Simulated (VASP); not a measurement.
# CaS (Fm-3m) in VASP: further runs

Runs on CaS. Level: PBEsol. Tasks: single point.

Everything below comes from runs of VASP 6.6.1. Logs are shortened: lines on timing, memory, paths and dates and some standing lists are left out, and cuts for length are marked.

## (1) The cell of the first run

The structure is cubic, space group Fm-3m (No. 225). The conventional cell has a = 5.634 Å, b = 5.634 Å, c = 5.634 Å, α = 90.00°, β = 90.00°, γ = 90.00°. Ca (site symmetry m-3m) has 6 S at 2.82 Å within 3.7 Å. S (site symmetry m-3m) has 6 Ca at 2.82 Å within 3.7 Å.

## (2) Single point, PBEsol

The input, INCAR:

```
SYSTEM = CaS
PREC = Accurate
ENCUT = 500
EDIFF = 1E-6
ISMEAR = 0
SIGMA = 0.01
LREAL = .False.
LASPH = .True.
NELM = 120
ALGO = Normal
ISIF = 2
LWAVE = .False.
LCHARG = .False.
GGA = PS
NBANDS = 15
GGA_COMPAT = .False.
```

The input, KPOINTS:

```
Automatic mesh
0
Gamma
  8 8 8
  0 0 0
```

The input, POSCAR:

```
CaS
1.0
    0.0000000000      2.8171705784      2.8171705784
    2.8171705784      0.0000000000      2.8171705784
    2.8171705784      2.8171705784      0.0000000000
Ca S
1 1
Direct
    0.0000000000      0.0000000000      0.0000000000
    0.5000000000      0.5000000000      0.5000000000
```

Potentials or basis: VASP PAW PBE potentials, release 64 (Ca_sv, S).

Run with:

```sh
$ cat potpaw_PBE.64/Ca_sv/POTCAR potpaw_PBE.64/S/POTCAR > POTCAR
$ mpirun -np 1 vasp_std > vasp.out
```

OUTCAR:

```text
SYSTEM = CaS
   PREC = Accurate
   ENCUT = 500
   EDIFF = 1E-6
   ISMEAR = 0
   LREAL = .False.
   LASPH = .True.
   NELM = 120
   ISIF = 2
   GGA = PS

 ion  position               nearest neighbor table
   1  0.000  0.000  0.000-   2 2.82   2 2.82   2 2.82   2 2.82   2 2.82   2 2.82
   2  0.500  0.500  0.500-   1 2.82   1 2.82   1 2.82   1 2.82   1 2.82   1 2.82

  LATTYP: Found a face centered cubic cell.
 ALAT       =     5.6343411568

  Lattice vectors:

 A1 = (   0.0000000000,   2.8171705784,   2.8171705784)
 A2 = (   2.8171705784,   0.0000000000,   2.8171705784)
 A3 = (   2.8171705784,   2.8171705784,   0.0000000000)

Analysis of symmetry for initial positions (statically):
=====================================================================
 Subroutine PRICEL returns:
 Original cell was already a primitive cell.

 Routine SETGRP: Setting up the symmetry group for a
 face centered cubic supercell.

 Subroutine GETGRP returns: Found 48 space group operations
 (whereof 48 operations were pure point group operations)
 out of a pool of 48 trial point group operations.

The static configuration has the point symmetry O_h .

Analysis of symmetry for dynamics (positions and initial velocities):
=====================================================================
 Subroutine PRICEL returns:
 Original cell was already a primitive cell.

 Routine SETGRP: Setting up the symmetry group for a
 face centered cubic supercell.

 Subroutine GETGRP returns: Found 48 space group operations
 (whereof 48 operations were pure point group operations)
 out of a pool of 48 trial point group operations.

The dynamic configuration has the point symmetry O_h .

 Subroutine INISYM returns: Found 48 space group operations
 (whereof 48 operations are pure point group operations),
 and found     1 'primitive' translations

----------------------------------------------------------------------------------------

                                     Primitive cell

  volume of cell :      44.7167

  direct lattice vectors                    reciprocal lattice vectors
     0.000000000  2.817170578  2.817170578    -0.177483041  0.177483041  0.177483041
     2.817170578  0.000000000  2.817170578     0.177483041 -0.177483041  0.177483041
     2.817170578  2.817170578  0.000000000     0.177483041  0.177483041 -0.177483041

  length of vectors
     3.984080839  3.984080839  3.984080839     0.307409644  0.307409644  0.307409644

  position of ions in fractional coordinates (direct lattice)
     0.000000000  0.000000000  0.000000000
     0.500000000  0.500000000  0.500000000

  ion indices of the primitive-cell ions
   primitive index   ion index
                 1           1
                 2           2

----------------------------------------------------------------------------------------

 KPOINTS: Automatic mesh

Automatic generation of k-mesh.
 Grid dimensions read from file:
 generate k-points for:    8    8    8

 Generating k-lattice:

  Cartesian coordinates                     Fractional coordinates (reciprocal lattice)
    -0.022185380  0.022185380  0.022185380     0.125000000  0.000000000  0.000000000
     0.022185380 -0.022185380  0.022185380     0.000000000  0.125000000  0.000000000
     0.022185380  0.022185380 -0.022185380     0.000000000  0.000000000  0.125000000

  Length of vectors
     0.038426205  0.038426205  0.038426205

  Shift w.r.t. Gamma in fractional coordinates (k-lattice)
     0.000000000  0.000000000  0.000000000

 Subroutine IBZKPT returns following result:
 ===========================================

 Found     29 irreducible k-points:

 Following reciprocal coordinates:
            Coordinates               Weight
  0.000000  0.000000  0.000000      1.000000
  0.125000  0.000000  0.000000      8.000000
  0.250000  0.000000  0.000000      8.000000
  0.375000  0.000000  0.000000      8.000000
  0.500000  0.000000  0.000000      4.000000
  0.125000  0.125000  0.000000      6.000000
[... 16 lines left out ...]
  0.500000  0.250000  0.125000     48.000000
 -0.375000  0.250000  0.125000     24.000000
 [... further k-points ...]
   k-points           NKPTS =     29   k-points in BZ     NKDIM =     29   number of bands    NBANDS=     15
   number of dos      NEDOS =    301   number of ions     NIONS =      2
   total plane-waves  NPLWV =  27000
   dimension x,y,z NGX =    30 NGY =   30 NGZ =   30
   dimension x,y,z NGXF=    60 NGYF=   60 NGZF=   60
   ions per type =               1   1
   NGX,Y,Z   is equivalent  to a cutoff of  12.52, 12.52, 12.52 a.u.
   NGXF,Y,Z  is equivalent  to a cutoff of  25.04, 25.04, 25.04 a.u.
 SYSTEM =  CaS
   PREC   = accura    normal or accurate (medium, high low for compatibility)
   ISTART =      0    job   : 0-new  1-cont  2-samecut
   ICHARG =      2    charge: 1-file 2-atom 10-const
   ISPIN  =      1    spin polarized calculation?
   LNONCOLLINEAR =      F non collinear calculations
   LSORBIT =      F    spin-orbit coupling
   LASPH  =      T    aspherical Exc in radial PAW
   ENCUT  =  500.0 eV  36.75 Ry    6.06 a.u.   7.26  7.26  7.26*2*pi/ulx,y,z
   NELM   =    120;   NELMIN=  2; NELMDL= -5     # of ELM steps
   EDIFF  = 0.1E-05   stopping-criterion for ELM
   LREAL  =      F    real-space projection
   EDIFFG = 0.1E-04   stopping-criterion for IOM
   NSW    =      0    number of steps for IOM
   IBRION =     -1    ionic relax: 0-MD 1-quasi-New 2-CG
   NFREE  =      0    steps in history (QN), initial steepest desc. (CG)
   ISIF   =      2    stress and relaxation
   ISYM   =      2    0-nonsym 1-usesym 2-fastsym
   POTIM  = 0.5000    time-step for ionic-motion
   TEBEG  =    0.0;   TEEND  =   0.0 temperature during run
   PSTRESS=    0.0 pullay stress
   NELECT =      16.0000    total number of electrons
   NUPDOWN=      -1.0000    fix difference up-down
   EMIN   =  10.00;   EMAX   =-10.00  energy-range for DOS
   EFERMI =   0.00;   METHOD = LEGACY
   ISMEAR =     0;   SIGMA  =   0.01  broadening in eV -4-tet -1-fermi 0-gaus
   EFERMI_NEDOS =   21; number of points for ismear=-14 and -15
   IALGO  =     38    algorithm
   IMIX   =      4    mixing-type and parameters
     AMIX     =   0.40;   BMIX     =  1.00
     AMIX_MAG =   1.60;   BMIX_MAG =  1.00
  volume/ion in A,a.u.               =      22.36       150.88
  Fermi-wavevector in a.u.,A,eV,Ry     =   1.162229  2.196294 18.378424  1.350776
  Thomas-Fermi vector in A             =   2.298792
   LORBIT       =      0    0 simple, 1 ext, 2 COOP (PROOUT), +10 PAW based schemes
   GGA     = PS    functional components
   LHFCALC =     F    Hartree Fock is set to
   AEXX    =    0.0000 exact exchange contribution
   IVDW    =     0    specifies the selected vdW correction
   LEPSILON=     F    determine dielectric tensor
   LRPA    =     F    only Hartree local field effects (RPA)
 non-spin polarized calculation
 Gauss-broadening in eV      SIGMA  =   0.01
  energy-cutoff  :      500.00
  volume of cell :       44.72
 maximum number of plane-waves:      1158
 NGX is ok and might be reduce to    30
   NGX = 15   NGY = 15   NGZ = 15

 number of electron      16.0000000 magnetization

 Free energy of the ion-electron system (eV)
  ---------------------------------------------------
  ext. energy  EPLUGINS =         0.00000000
  ---------------------------------------------------
  free energy    TOTEN  =       -10.91599834 eV

  energy without entropy =      -10.91599834  energy(sigma->0) =      -10.91599834

 E-fermi :   3.0106     XC(G=0):  -9.6464

 val. band max:        2.8813926887   @ k =   0.0000   0.0000   0.0000
 cond. band min:       5.0355688831   @ k =   0.5000   0.5000   0.0000
 fundamental gap:      2.1541761944
 Fermi energy:         3.0105746988

 k-point     1 :       0.0000    0.0000    0.0000
  band No.  band energies     occupation
      1     -36.0054      2.00000
      2     -17.0716      2.00000
      3     -17.0716      2.00000
      4     -17.0716      2.00000
      5      -8.5579      2.00000
      6       2.8814      2.00000
      7       2.8814      2.00000
      8       2.8814      2.00000
      9       6.9571      0.00000
     10       6.9571      0.00000
     11       6.9571      0.00000
     12       7.0517      0.00000
     13       7.6149      0.00000
     14       7.6149      0.00000
     15      13.5908      0.00000

 k-point     2 :       0.1250    0.0000    0.0000
  band No.  band energies     occupation
      1     -36.0033      2.00000
      2     -17.1023      2.00000
      3     -17.0739      2.00000
      4     -17.0739      2.00000
      5      -8.4383      2.00000
      6       2.1781      2.00000
      7       2.6347      2.00000
      8       2.6347      2.00000
      9       6.9593      0.00000
     10       7.2002      0.00000
     11       7.2002      0.00000
     12       7.8446      0.00000
     13       8.0521      0.00000
     14       8.0521      0.00000
     15      13.8433      0.00000

 k-point     3 :       0.2500    0.0000    0.0000
  band No.  band energies     occupation
      1     -35.9983      2.00000
      2     -17.1746      2.00000
      3     -17.0794      2.00000
      4     -17.0794      2.00000
      5      -8.1344      2.00000
      6       0.9491      2.00000
      7       2.1560      2.00000
      8       2.1560      2.00000
      9       7.0789      0.00000
     10       7.8152      0.00000
     11       7.8152      0.00000
     12       9.1331      0.00000
     13       9.1331      0.00000
     14       9.2248      0.00000
     15      13.3616      0.00000
[... 343 lines left out ...]
 k-point    23 :       0.5000    0.2500    0.1250
  band No.  band energies     occupation
      1     -35.9907      2.00000
      2     -17.2206      2.00000
      3     -17.1269      2.00000
      4     -17.0971      2.00000
      5      -7.7880      2.00000
      6       0.2364      2.00000
      7       1.4853      2.00000
      8       1.7276      2.00000
      9       7.1139      0.00000
     10       8.7837      0.00000
     11       9.0805      0.00000
     12       9.2284      0.00000
     13       9.8560      0.00000
     14      11.4554      0.00000
     15      11.8064      0.00000

 k-point    24 :      -0.3750    0.2500    0.1250
  band No.  band energies     occupation
      1     -35.9890      2.00000
      2     -17.2355      2.00000
      3     -17.1306      2.00000
      4     -17.1026      2.00000
      5      -7.7007      2.00000
      6       0.0970      2.00000
      7       1.2875      2.00000
      8       1.6335      2.00000
      9       7.8155      0.00000
     10       8.1657      0.00000
     11       9.4042      0.00000
     12       9.7389      0.00000
     13      10.0245      0.00000
     14      10.9699      0.00000
     15      12.3665      0.00000

 [... further k-points ...]

------------------------ aborting loop because EDIFF is reached ----------------------------------------

  FORCE on cell =-STRESS in cart. coord.  units (eV):
  Direction    XX          YY          ZZ          XY          YZ          ZX
  --------------------------------------------------------------------------------------
  -------------------------------------------------------------------------------------
  Total        0.0421506      0.0421506      0.0421506      0.0000000     -0.0000000      0.0000000
  in kB        1.5102380      1.5102380      1.5102380      0.0000000     -0.0000000      0.0000000
  external PRESSURE =       1.5102380 kB  Pullay stress =       0.0000000 kB

 VOLUME and BASIS-vectors are now :
 -----------------------------------------------------------------------------
  energy-cutoff  :      500.00
  volume of cell :       44.72
      direct lattice vectors                 reciprocal lattice vectors
     0.000000000  2.817170578  2.817170578    -0.177483041  0.177483041  0.177483041
     2.817170578  0.000000000  2.817170578     0.177483041 -0.177483041  0.177483041
     2.817170578  2.817170578  0.000000000     0.177483041  0.177483041 -0.177483041

 POSITION                                       TOTAL-FORCE (eV/Angst)
 -----------------------------------------------------------------------------------
      0.00000      0.00000      0.00000        -0.000000      0.000000      0.000000
      2.81717      2.81717      2.81717         0.000000     -0.000000     -0.000000
 -----------------------------------------------------------------------------------
    total drift:                               -0.000000      0.000000      0.000000

  FREE ENERGIE OF THE ION-ELECTRON SYSTEM (eV)
  ---------------------------------------------------
  free  energy   TOTEN  =       -10.9159983385 eV

  energy  without entropy=      -10.9159983385  energy(sigma->0) =      -10.91599834
```

Wall time 14 s (1 thread of AMD EPYC 7R13 (Zen 3), shared host); peak memory 0.14 GiB.

Results:

* Free energy: -10.9160 eV
* Pressure: 0.2 GPa
* Band gap on the k mesh: 2.15 eV (least direct gap 3.00 eV)

Caveat: the PAW data sets were made with another functional, which shifts forces and pressure a little. A k mesh can miss the band edges.

## (3) Single point, PBEsol

The input, INCAR:

```
ALGO = Normal
EDIFF = 1E-6
ENCUT = 500
GGA = PS
GGA_COMPAT = False
ISIF = 2
ISMEAR = 0
LASPH = True
LCHARG = False
LREAL = False
LWAVE = False
NBANDS = 15
NELM = 120
PREC = Accurate
SIGMA = 0.01
```

The input, KPOINTS:

```
k-points
0
Gamma
  8 8 8
```

POSCAR is that of step 2.

Potentials or basis: VASP PAW PBE potentials, release 64 (Ca_sv, S).

Run with:

```sh
$ cat potpaw_PBE.64/Ca_sv/POTCAR potpaw_PBE.64/S/POTCAR > POTCAR
$ mpirun -np 1 vasp_std > vasp.out
```

Wall time 12 s (1 thread of AMD EPYC 7R13 (Zen 3), shared host); peak memory 0.14 GiB.

Results (log left out):

| Property | Result |
| --- | --- |
| Free energy | -10.9160 eV |
| Pressure | 0.2 GPa |
| Band gap on the k mesh | 2.15 eV (least direct gap 3.00 eV) |

Levels at points of the mesh, in eV from the valence-band top:
| k point | band 4 | band 5 | band 6 | band 7 | band 8 | band 9 | band 10 | band 11 | band 12 | band 13 |
| --- | --- | --- | --- | --- | --- | --- | --- | --- | --- | --- |
| (0.00, 0.00, 0.00) | -19.95 | -11.44 | 0.00 | 0.00 | 0.00 | 4.08 | 4.08 | 4.08 | 4.17 | 4.73 |
| (0.50, 0.00, 0.00) | -19.97 | -10.53 | -3.28 | -1.25 | -1.25 | 5.12 | 6.12 | 6.26 | 6.26 | 8.37 |
| (0.50, 0.50, 0.00) | -20.01 | -10.77 | -2.39 | -0.84 | -0.84 | 2.15 | 5.64 | 6.05 | 6.90 | 6.90 |

Caveat: the PAW data sets were made with another functional, which shifts forces and pressure a little. A k mesh can miss the band edges.

## (4) Single point, PBEsol

This run uses another cell than the first one, of 22.02 Å³/atom.

Edit INCAR of step 3 so:

```diff
@@ -8,4 +8,6 @@
 LASPH = True
-LCHARG = False
+LCHARG = True
+LELF = True
 LREAL = False
+LVHAR = True
 LWAVE = False
```

KPOINTS is that of step 3.

The input, POSCAR:

```
CaS
1.0
    0.0000000000      2.8030847255      2.8030847255
    2.8030847255      0.0000000000      2.8030847255
    2.8030847255      2.8030847255      0.0000000000
Ca S
1 1
Direct
    0.0000000000      0.0000000000      0.0000000000
    0.5000000000      0.5000000000      0.5000000000
```

Run with:

```sh
$ cat potpaw_PBE.64/Ca_sv/POTCAR potpaw_PBE.64/S/POTCAR > POTCAR
$ mpirun -np 1 vasp_std > vasp.out
```

It took 13 s on 1 thread of AMD EPYC 7R13 (Zen 3), shared host; peak memory 0.14 GiB.

Results (log left out):

```yaml
Free_energy: -10.9131 eV
Pressure: 1.1 GPa
Band_gap_on_the_k_mesh: 2.11 eV (least direct gap 2.97 eV)
```

Levels at points of the mesh, in eV from the valence-band top:
| k point | band 6 | band 7 | band 8 | band 9 | band 10 | band 11 |
| --- | --- | --- | --- | --- | --- | --- |
| (0.00, 0.00, 0.00) | 0.00 | 0.00 | 0.00 | 4.07 | 4.07 | 4.07 |
| (0.50, 0.00, 0.00) | -3.33 | -1.28 | -1.28 | 5.15 | 6.17 | 6.31 |
| (0.50, 0.50, 0.00) | -2.42 | -0.85 | -0.85 | 2.11 | 5.67 | 6.12 |

Caveat: the PAW data sets were made with another functional, which shifts forces and pressure a little. A k mesh can miss the band edges.

## (5) Single point, PBEsol

This run uses another cell than the first one, of 22.70 Å³/atom.

The input, INCAR:

```
SYSTEM = CaS
ALGO = Normal ; EDIFF = 1E-6
ENCUT = 500 ; GGA = PS
GGA_COMPAT = .FALSE. ; ISIF = 2
ISMEAR = 0 ; LASPH = .TRUE.
LCHARG = .FALSE. ; LREAL = .FALSE.
LWAVE = .FALSE. ; NBANDS = 15
NELM = 120 ; PREC = Accurate
SIGMA = 0.01
```

The input, KPOINTS:

```
k-points
0
G
  8 8 8
  0 0 0
```

The input, POSCAR:

```
CaS
1.0
    0.0000000000      2.8312564313      2.8312564313
    2.8312564313      0.0000000000      2.8312564313
    2.8312564313      2.8312564313      0.0000000000
Ca S
1 1
Direct
    0.0000000000      0.0000000000      0.0000000000
    0.5000000000      0.5000000000      0.5000000000
```

Run with:

```sh
$ cat potpaw_PBE.64/Ca_sv/POTCAR potpaw_PBE.64/S/POTCAR > POTCAR
$ mpirun -np 1 vasp_std > vasp.out
```

It took 13 s on 1 thread of AMD EPYC 7R13 (Zen 3), shared host; peak memory 0.14 GiB.

Results (log left out):

```
Free energy            : -10.9150 eV
Pressure               : -0.8 GPa
Band gap on the k mesh : 2.19 eV (least direct gap 3.03 eV)
```

Levels at points of the mesh, in eV from the valence-band top:
| k point | band 6 | band 7 | band 8 | band 9 | band 10 | band 11 |
| --- | --- | --- | --- | --- | --- | --- |
| (0.00, 0.00, 0.00) | 0.00 | 0.00 | 0.00 | 4.08 | 4.08 | 4.08 |
| (0.50, 0.00, 0.00) | -3.22 | -1.21 | -1.21 | 5.09 | 6.07 | 6.22 |
| (0.50, 0.50, 0.00) | -2.36 | -0.83 | -0.83 | 2.19 | 5.61 | 5.97 |

Caveat: the PAW data sets were made with another functional, which shifts forces and pressure a little. PBEsol gaps usually lie below the measured ones, often by a third to a half.

## (6) Summary

```tsv
cell	gap on the mesh (eV)	pressure (GPa)
a = 3.984 Å, angles 60.0°, 2 atoms	2.15	0.2
a = 3.964 Å, angles 60.0°, 2 atoms	2.11	1.1
a = 4.004 Å, angles 60.0°, 2 atoms	2.19	-0.8
```

Alike in all rows: task single point; level PBEsol; potentials or basis VASP PAW PBE potentials, release 64 (Ca_sv, S); no spin polarisation; k mesh 8 × 8 × 8; cutoff (eV) 500; smearing gaussian 0.01 eV.

Caveats: the PAW data sets were made with another functional, which shifts forces and pressure a little.

Absolute energies hang on the potentials; compare differences alone.
